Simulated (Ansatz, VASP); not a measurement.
# Al9Ru7 in VASP and in Ansatz

```xyz
16
Lattice="6.0084 0.0000 0.0000 0.0000 -6.0084 0.0000 0.0000 0.0000 -6.0084" Properties=species:S:1:pos:R:3 pbc="T T T"
Al    0.0000    0.0000    0.0000
Al    0.0000    0.0000   -3.0042
Al    0.0000   -3.0042    0.0000
Al    0.0000   -3.0042   -3.0042
Al    3.0042    0.0000    0.0000
Al    3.0042    0.0000   -3.0042
Al    3.0042   -3.0042    0.0000
Al    3.0042   -3.0042   -3.0042
Al    1.5021   -1.5021   -1.5021
Ru    1.5021   -1.5021   -4.5063
Ru    1.5021   -4.5063   -1.5021
Ru    1.5021   -4.5063   -4.5063
Ru    4.5063   -1.5021   -1.5021
Ru    4.5063   -1.5021   -4.5063
Ru    4.5063   -4.5063   -1.5021
Ru    4.5063   -4.5063   -4.5063
```

Alike in both runs: functional PBE; k mesh 1 × 1 × 1; occupations gaussian, width 0.1 eV; no spin polarisation.

Ansatz relaxed the structure, and its values are those at the end. VASP's run is a single point on that final structure, the one shown.

|  | VASP | Ansatz |
| --- | --- | --- |
| version | VASP 6.6.1 | Ansatz 0.2.0 |
| potentials or method | VASP PAW PBE potentials, release 64 (Al, Ru_pv), cutoff 520 eV | scalar-relativistic, plane waves, PAW |
| valence electrons in the cell | 125 | 139 |

VASP gave:

- rms of the force components (eV/Å): 0.015

**Question.** Which values does Ansatz return?

**Answer.** rms of the force components (eV/Å): 0.013.

With one functional, cell and mesh, what is left measures potentials, basis and numerics. VASP's potentials hold 125 valence electrons a cell and Ansatz's 139, so a difference there can come from the potentials and not from the codes.
